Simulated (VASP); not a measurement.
Write the native input for VASP 6.6.1 that does the following.

```yaml
Task: single point
Functional: PBE
Potentials_or_basis: VASP PAW PBE potentials, release 64 (Cu, O)
Cutoff: 520 eV
k_mesh: 16 × 16 × 10
Occupations: gaussian, width 0.1 eV
Spin: no spin polarisation
Dipole_correction: no
Further_INCAR_settings: ALGO = Normal; EDIFF = 1e-06; NBANDS = 25
```

The structure of CuO lies in POSCAR:

```
CuO
1.0
    2.0823240170     -2.0882022961      0.0000000000
    2.0823240170      2.0882022961      0.0000000000
    0.0000000000      0.0000000000      5.1504998294
Cu O
2 2
Direct
    0.0000000000      0.5000000000      0.5000000000
    0.5000000000      0.0000000000      0.0000000000
    0.5000000000      0.5000000000      0.7500000000
    0.5000000000      0.5000000000      0.2500000000
```

These files were run (other wordings do the same):

INCAR

```
PREC     = Accurate       # precision mode
ENCUT    = 520            # plane-wave cutoff, eV
EDIFF    = 1E-6           # SCF threshold, eV
ISMEAR   = 0              # smearing method
SIGMA    = 0.1            # smearing width, eV
LREAL    = False          # projectors in reciprocal space
LASPH    = True           # aspherical terms in the spheres
NELM     = 60             # most SCF steps
ALGO     = Normal         # electronic algorithm
ISIF     = 2              # what is computed and relaxed
LWAVE    = False          # write WAVECAR
LCHARG   = True           # write CHGCAR
GGA      = PE             # functional
LELF     = True           # ELF
LVHAR    = True         
NBANDS   = 25             # bands
```

KPOINTS

```
regular mesh
0
Gamma
  16 16 10
```

Potentials or basis: VASP PAW PBE potentials, release 64 (Cu, O).

The run is started by

```bash
$ cat potpaw_PBE.64/Cu/POTCAR potpaw_PBE.64/O/POTCAR > POTCAR
$ mpirun -np 1 vasp_std > vasp.out
```

It gave:

| Quantity | Value |
| --- | --- |
| Pressure | 0.7 GPa |
| Band gap on the k mesh | zero (bands 17 and 18 overlap by 1.18 eV) |

Caveat: semilocal functionals often make such compounds metallic where correlation or magnetic order opens a gap, which also shifts bond lengths.

Wall time 5.4 min on 1 thread of Intel(R) Xeon(R) Platinum 8488C (Sapphire Rapids), with other jobs on the host, peak memory 0.48 GiB.
